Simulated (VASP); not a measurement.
NaCl:

```
Cl Na
1.0
     3.50219    0.00000    0.00000
     0.00000    3.50219    0.00000
     0.00000    0.00000    3.50219
Cl Na
1 1
Direct
  0.50000 0.50000 0.50000
  0.00000 0.00000 0.00000
```

- Program: VASP 6.6.1
- Task: relaxation of cell and atoms
- Functional: RPBE
- Dispersion: D3(BJ)
- Potentials or basis: VASP PAW PBE potentials, release 64 (Cl, Na_pv)
- Cutoff: 600 eV
- k mesh: 8 × 8 × 8
- Occupations: fermi-dirac, width 0.05 eV
- Spin: no spin polarisation

At the start: pressure -9.2 GPa; volume 21.48 Å³/atom.

Task: Where does the relaxation end?

Result: Over 12 steps the energy falls by 205.9 meV/atom and the volume is 16.12 Å³/atom (-24.9 %); space group Pm-3m (No. 221, to 0.1 Å) before and after.

Step by step:
```
step  energy change (eV)  largest force (eV/Å)  pressure (GPa)  volume (Å³)
   1              0.0000                0.0000           -9.19        42.96
   2             -0.3468                0.0000           -5.24        35.74
   3             -0.4107                0.0000           -0.85        32.60
   4             -0.4119                0.0000            0.20        32.07
   5             -0.4118                0.0000           -0.28        32.27
   6             -0.4118                0.0000           -0.22        32.27
   7             -0.4118                0.0000           -0.21        32.26
   8             -0.4118                0.0000           -0.21        32.26
   9             -0.4118                0.0000           -0.21        32.26
  10             -0.4118                0.0000           -0.22        32.26
  11             -0.4118                0.0000           -0.22        32.25
  12             -0.4118                0.0000           -0.18        32.25
```

Final structure:
```yaml
crystal:
  lattice:
    - [3.18303, 0.00000, 0.00000]
    - [0.00000, 3.18303, 0.00000]
    - [0.00000, 0.00000, 3.18303]
  atoms:
    - { symbol: Cl, position: [0.50000, 0.50000, 0.50000] }
    - { symbol: Na, position: [0.00000, 0.00000, 0.00000] }
```

Caveat: the volume moved by over 15 % at a fixed basis, so the end points are rough; the PAW data sets were made with another functional, which shifts forces and pressure a little.
